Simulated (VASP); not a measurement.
# CdSe (P1) in VASP: single point with r2SCAN

Aim: the single point of CdSe with r2SCAN.

Program: VASP 6.6.1. These are calculated values, not measurements. Logs are shortened: lines on timing, memory, paths and dates and some standing lists are left out, and cuts for length are marked.

## Step 1: The cell of the first run

The typed cell holds 4 atoms: a = 4.298 Å, b = 4.298 Å, c = 7.015 Å, α = 90.00°, β = 90.00°, γ = 120.00°.

## Step 2: Single point, r2SCAN (all Se atoms moved +0.113 Å, as atom 3 along Cartesian [1 -1 0])

POSCAR

```
CdSe
1.0
    4.2984999142      0.0000000000      0.0000000000
   -2.1492499571      3.7226101239      0.0000000000
    0.0000000000      0.0000000000      7.0152000000
Cd Se
2 2
Direct
    0.6666666667      0.3333333333      0.0000000000
    0.3333333333      0.6666666667      0.5000000000
    0.6744883675      0.3119640494      0.3750000000
    0.3411550341      0.6452973827      0.8750000000
```

INCAR.step1

```
SYSTEM = CdSe
PREC     = Accurate       ! precision mode
ENCUT    = 520            ! plane-wave cutoff, eV
ISMEAR   = 0              ! smearing method
SIGMA    = 0.05           ! smearing width, eV
LREAL    = .False.        ! projectors in reciprocal space
LASPH    = .True.         ! aspherical terms in the spheres
NELM     = 60             ! most SCF steps
NBANDS   = 26             ! bands
GGA      = PE             ! functional
ALGO     = Normal         ! electronic algorithm
EDIFF    = 1E-4           ! SCF threshold, eV
LWAVE    = .True.         ! write WAVECAR
LCHARG   = .False.        ! write CHGCAR
```

INCAR.step2

```
SYSTEM = CdSe
PREC     = Accurate       ! precision mode
ENCUT    = 520            ! plane-wave cutoff, eV
EDIFF    = 1E-6           ! SCF threshold, eV
ISMEAR   = 0              ! smearing method
SIGMA    = 0.05           ! smearing width, eV
LREAL    = .False.        ! projectors in reciprocal space
LASPH    = .True.         ! aspherical terms in the spheres
NELM     = 60             ! most SCF steps
ALGO     = Normal         ! electronic algorithm
ISIF     = 2              ! what is computed and relaxed
LWAVE    = .False.        ! write WAVECAR
LCHARG   = .True.         ! write CHGCAR
METAGGA  = R2SCAN         ! meta-GGA
LMIXTAU  = .True.       
LELF     = .True.         ! ELF
LVHAR    = .True.       
NBANDS   = 26             ! bands
ISTART   = 1
```

KPOINTS

```
regular mesh
0
Gamma
  6 6 4
  0 0 0
```

Potentials or basis: VASP PAW PBE potentials, release 64 (Cd, Se).

Launch:

```bash
$ cat potpaw_PBE.64/Cd/POTCAR potpaw_PBE.64/Se/POTCAR > POTCAR
$ cp INCAR.step1 INCAR
$ mpirun -np 1 vasp_std > vasp.out
$ cp INCAR.step2 INCAR
$ mpirun -np 1 vasp_std > vasp.out
```

OUTCAR:

```text
SYSTEM = CdSe
   PREC = Accurate
   ENCUT = 520
   EDIFF = 1E-6
   ISMEAR = 0
   LREAL = .False.
   LASPH = .True.
   NELM = 60
   ISIF = 2
   METAGGA = R2SCAN
   ISTART = 1

 ion  position               nearest neighbor table
   1  0.667  0.333  0.000-   4 2.53   3 2.63   4 2.66   4 2.71
   2  0.333  0.667  0.500-   3 2.56   3 2.61   4 2.63   3 2.73
   3  0.674  0.312  0.375-   2 2.56   2 2.61   1 2.63   2 2.73
   4  0.341  0.645  0.875-   1 2.53   2 2.63   1 2.66   1 2.71

  LATTYP: Found a hexagonal cell.
 ALAT       =     4.2984999142
 C/A-ratio  =     1.6320111993

  Lattice vectors:

 A1 = (   4.2984999142,   0.0000000000,   0.0000000000)
 A2 = (  -2.1492499571,   3.7226101239,   0.0000000000)
 A3 = (   0.0000000000,   0.0000000000,   7.0152000000)

Analysis of symmetry for initial positions (statically):
=====================================================================
 Subroutine PRICEL returns:
 Original cell was already a primitive cell.

 Routine SETGRP: Setting up the symmetry group for a
 hexagonal supercell.

 Subroutine GETGRP returns: Found  1 space group operations
 (whereof  1 operations were pure point group operations)
 out of a pool of 24 trial point group operations.

The static configuration has the point symmetry C_1 .

Analysis of symmetry for dynamics (positions and initial velocities):
=====================================================================
 Subroutine PRICEL returns:
 Original cell was already a primitive cell.

 Routine SETGRP: Setting up the symmetry group for a
 hexagonal supercell.

 Subroutine GETGRP returns: Found  1 space group operations
 (whereof  1 operations were pure point group operations)
 out of a pool of 24 trial point group operations.

The dynamic configuration has the point symmetry C_1 .

 Subroutine INISYM returns: Found  1 space group operations
 (whereof  1 operations are pure point group operations),
 and found     1 'primitive' translations

----------------------------------------------------------------------------------------

                                     Primitive cell

  volume of cell :     112.2547

  direct lattice vectors                    reciprocal lattice vectors
     4.298499914  0.000000000  0.000000000     0.232639297  0.134314361  0.000000000
    -2.149249957  3.722610124  0.000000000     0.000000000  0.268628722  0.000000000
     0.000000000  0.000000000  7.015200000     0.000000000  0.000000000  0.142547611

  length of vectors
     4.298499914  4.298499914  7.015200000     0.268628722  0.268628722  0.142547611

  position of ions in fractional coordinates (direct lattice)
     0.666666667  0.333333333  0.000000000
     0.333333333  0.666666667  0.500000000
     0.674488367  0.311964049  0.375000000
     0.341155034  0.645297383  0.875000000

  ion indices of the primitive-cell ions
   primitive index   ion index
                 1           1
                 2           2
                 3           3
                 4           4

----------------------------------------------------------------------------------------

 KPOINTS: regular mesh

Automatic generation of k-mesh.
 Grid dimensions read from file:
 generate k-points for:    6    6    4

 Generating k-lattice:

  Cartesian coordinates                     Fractional coordinates (reciprocal lattice)
     0.038773216  0.022385727  0.000000000     0.166666667  0.000000000  0.000000000
     0.000000000  0.044771454  0.000000000     0.000000000  0.166666667  0.000000000
     0.000000000  0.000000000  0.035636903     0.000000000  0.000000000  0.250000000

  Length of vectors
     0.044771454  0.044771454  0.035636903

  Shift w.r.t. Gamma in fractional coordinates (k-lattice)
     0.000000000  0.000000000  0.000000000

 Subroutine IBZKPT returns following result:
 ===========================================

 Found     76 irreducible k-points:

 Following reciprocal coordinates:
            Coordinates               Weight
  0.000000  0.000000  0.000000      1.000000
  0.166667  0.000000  0.000000      2.000000
  0.000000  0.166667  0.000000      2.000000
 -0.166667  0.166667  0.000000      2.000000
  0.333333  0.000000  0.000000      2.000000
  0.000000  0.333333  0.000000      2.000000
[... 16 lines left out ...]
  0.000000  0.166667  0.250000      2.000000
 -0.166667  0.166667  0.250000      2.000000
 [... further k-points ...]
   k-points           NKPTS =     76   k-points in BZ     NKDIM =     76   number of bands    NBANDS=     26
   number of dos      NEDOS =    301   number of ions     NIONS =      4
   total plane-waves  NPLWV =  55296
   dimension x,y,z NGX =    32 NGY =   32 NGZ =   54
   dimension x,y,z NGXF=    64 NGYF=   64 NGZF=  108
   ions per type =               2   2
   NGX,Y,Z   is equivalent  to a cutoff of  12.38, 12.38, 12.80 a.u.
   NGXF,Y,Z  is equivalent  to a cutoff of  24.75, 24.75, 25.59 a.u.
 SYSTEM =  CdSe
   PREC   = accura    normal or accurate (medium, high low for compatibility)
   ISTART =      1    job   : 0-new  1-cont  2-samecut
   ICHARG =      0    charge: 1-file 2-atom 10-const
   ISPIN  =      1    spin polarized calculation?
   LNONCOLLINEAR =      F non collinear calculations
   LSORBIT =      F    spin-orbit coupling
   LASPH  =      T    aspherical Exc in radial PAW
   ENCUT  =  520.0 eV  38.22 Ry    6.18 a.u.   7.99  7.99 13.04*2*pi/ulx,y,z
   NELM   =     60;   NELMIN=  2; NELMDL=  0     # of ELM steps
   EDIFF  = 0.1E-05   stopping-criterion for ELM
   LREAL  =      F    real-space projection
   EDIFFG = 0.1E-04   stopping-criterion for IOM
   NSW    =      0    number of steps for IOM
   IBRION =     -1    ionic relax: 0-MD 1-quasi-New 2-CG
   NFREE  =      0    steps in history (QN), initial steepest desc. (CG)
   ISIF   =      2    stress and relaxation
   ISYM   =      2    0-nonsym 1-usesym 2-fastsym
   POTIM  = 0.5000    time-step for ionic-motion
   TEBEG  =    0.0;   TEEND  =   0.0 temperature during run
   PSTRESS=    0.0 pullay stress
   NELECT =      36.0000    total number of electrons
   NUPDOWN=      -1.0000    fix difference up-down
   EMIN   =  10.00;   EMAX   =-10.00  energy-range for DOS
   EFERMI =   0.00;   METHOD = LEGACY
   ISMEAR =     0;   SIGMA  =   0.05  broadening in eV -4-tet -1-fermi 0-gaus
   EFERMI_NEDOS =   21; number of points for ismear=-14 and -15
   IALGO  =     38    algorithm
   IMIX   =      4    mixing-type and parameters
     AMIX     =   0.40;   BMIX     =  1.00
     AMIX_MAG =   1.60;   BMIX_MAG =  1.00
  volume/ion in A,a.u.               =      28.06       189.38
  Fermi-wavevector in a.u.,A,eV,Ry     =   1.120575  2.117579 17.084668  1.255688
  Thomas-Fermi vector in A             =   2.257222
   LORBIT       =      0    0 simple, 1 ext, 2 COOP (PROOUT), +10 PAW based schemes
   METAGGA = R2SCAN    functional components
   LHFCALC =     F    Hartree Fock is set to
   AEXX    =    0.0000 exact exchange contribution
   IVDW    =     0    specifies the selected vdW correction
   LEPSILON=     F    determine dielectric tensor
   LRPA    =     F    only Hartree local field effects (RPA)
 non-spin polarized calculation
 Gauss-broadening in eV      SIGMA  =   0.05
  energy-cutoff  :      520.00
  volume of cell :      112.25
 maximum number of plane-waves:      3042
   NGX = 15   NGY = 15   NGZ = 27

 number of electron      35.9999998 magnetization

 Free energy of the ion-electron system (eV)
  ---------------------------------------------------
  ext. energy  EPLUGINS =         0.00000000
  ---------------------------------------------------
  free energy    TOTEN  =       -71.74300916 eV

  energy without entropy =      -71.74300916  energy(sigma->0) =      -71.74300916

 E-fermi :   0.9493     XC(G=0):  -9.4309

 val. band max:        0.6844243203   @ k =   0.0000   0.0000   0.0000
 cond. band min:       1.8361157207   @ k =   0.0000   0.0000   0.0000
 fundamental gap:      1.1516914004
 Fermi energy:         0.9493047163

 k-point     1 :       0.0000    0.0000    0.0000
  band No.  band energies     occupation
      1     -12.3888      2.00000
      2     -11.9997      2.00000
      3      -7.5568      2.00000
      4      -7.5247      2.00000
      5      -7.4873      2.00000
      6      -7.4196      2.00000
[... 18 lines left out ...]
     25       8.3004      0.00000
     26       8.8222      0.00000

 k-point     2 :       0.1667    0.0000    0.0000
  band No.  band energies     occupation
      1     -12.3036      2.00000
      2     -11.9613      2.00000
      3      -7.5327      2.00000
      4      -7.4659      2.00000
      5      -7.4406      2.00000
      6      -7.3900      2.00000
[... 18 lines left out ...]
     25       8.3471      0.00000
     26       8.9296      0.00000

 k-point     3 :       0.0000    0.1667    0.0000
  band No.  band energies     occupation
      1     -12.3038      2.00000
      2     -11.9618      2.00000
      3      -7.5266      2.00000
      4      -7.4748      2.00000
      5      -7.4447      2.00000
      6      -7.3850      2.00000
[... 18 lines left out ...]
     25       8.3499      0.00000
     26       8.9278      0.00000

 k-point     4 :      -0.1667    0.1667    0.0000
  band No.  band energies     occupation
      1     -12.3040      2.00000
      2     -11.9624      2.00000
      3      -7.5140      2.00000
      4      -7.4917      2.00000
      5      -7.4469      2.00000
      6      -7.3752      2.00000
[... 18 lines left out ...]
     25       8.3539      0.00000
     26       8.9245      0.00000
[... 496 lines left out ...]
      1     -12.2516      2.00000
      2     -12.0106      2.00000
      3      -7.5136      2.00000
      4      -7.4682      2.00000
      5      -7.4190      2.00000
      6      -7.3931      2.00000
[... 18 lines left out ...]
     25       8.5178      0.00000
     26       8.6359      0.00000

 k-point    23 :       0.0000    0.1667    0.2500
  band No.  band energies     occupation
      1     -12.2548      2.00000
      2     -12.0081      2.00000
      3      -7.5214      2.00000
      4      -7.4760      2.00000
      5      -7.4280      2.00000
      6      -7.3851      2.00000
[... 18 lines left out ...]
     25       8.5336      0.00000
     26       8.6042      0.00000

 k-point    24 :      -0.1667    0.1667    0.2500
  band No.  band energies     occupation
      1     -12.2558      2.00000
      2     -12.0077      2.00000
      3      -7.5176      2.00000
      4      -7.4868      2.00000
      5      -7.4269      2.00000
      6      -7.3828      2.00000
[... 18 lines left out ...]
     25       8.5436      0.00000
     26       8.5882      0.00000

 [... further k-points ...]
[... 5 lines left out ...]
  --------------------------------------------------------------------------------------
  -------------------------------------------------------------------------------------
  Total        1.5140558      1.5108650      1.3798012     -0.1238424     -0.6983137      0.6984202
  in kB       21.6096602     21.5641191     19.6934847     -1.7675650     -9.9668193      9.9683393
  external PRESSURE =      20.9557547 kB  Pullay stress =       0.0000000 kB

 VOLUME and BASIS-vectors are now :
 -----------------------------------------------------------------------------
  energy-cutoff  :      520.00
  volume of cell :      112.25
      direct lattice vectors                 reciprocal lattice vectors
     4.298499914  0.000000000  0.000000000     0.232639297  0.134314361  0.000000000
    -2.149249957  3.722610124  0.000000000     0.000000000  0.268628722  0.000000000
     0.000000000  0.000000000  7.015200000     0.000000000  0.000000000  0.142547611

 POSITION                                       TOTAL-FORCE (eV/Angst)
 -----------------------------------------------------------------------------------
      2.14925      1.24087      0.00000         0.515398     -0.420045      0.051606
     -0.00000      2.48174      3.50760         0.324431     -0.419664      0.041785
      2.22880      1.16132      2.63070        -0.317578      0.419697     -0.042413
      0.07955      2.40219      6.13830        -0.522251      0.420013     -0.050978
 -----------------------------------------------------------------------------------
    total drift:                                0.000030     -0.000049     -0.002115

  FREE ENERGIE OF THE ION-ELECTRON SYSTEM (eV)
  ---------------------------------------------------
  free  energy   TOTEN  =       -71.7430091553 eV

  energy  without entropy=      -71.7430091553  energy(sigma->0) =      -71.74300916
```

Wall time 9 min (1 thread of Intel Xeon Platinum 8259CL at 2.50GHz (Skylake/Cascade Lake), shared host); peak memory 0.36 GiB.

What came out:

```yaml
Free_energy: -71.7430 eV
Pressure: 2.1 GPa
Largest_force: 0.672 eV/Å
Band_gap_on_the_k_mesh: 1.15 eV
```

Forces on the atoms (eV/Å):
```
Cd   0.515 -0.420  0.052
Cd   0.324 -0.420  0.042
Se  -0.318  0.420 -0.042
Se  -0.522  0.420 -0.051
```

Stress tensor (GPa, compression positive):
```
 2.16 -0.18  1.00
-0.18  2.16 -1.00
 1.00 -1.00  1.97
```

Caveat: the cell differs from its parent crystal (all Se atoms moved +0.113 Å, as atom 3 along Cartesian [1 -1 0]); the PAW data sets were made with another functional, which shifts forces and pressure a little.
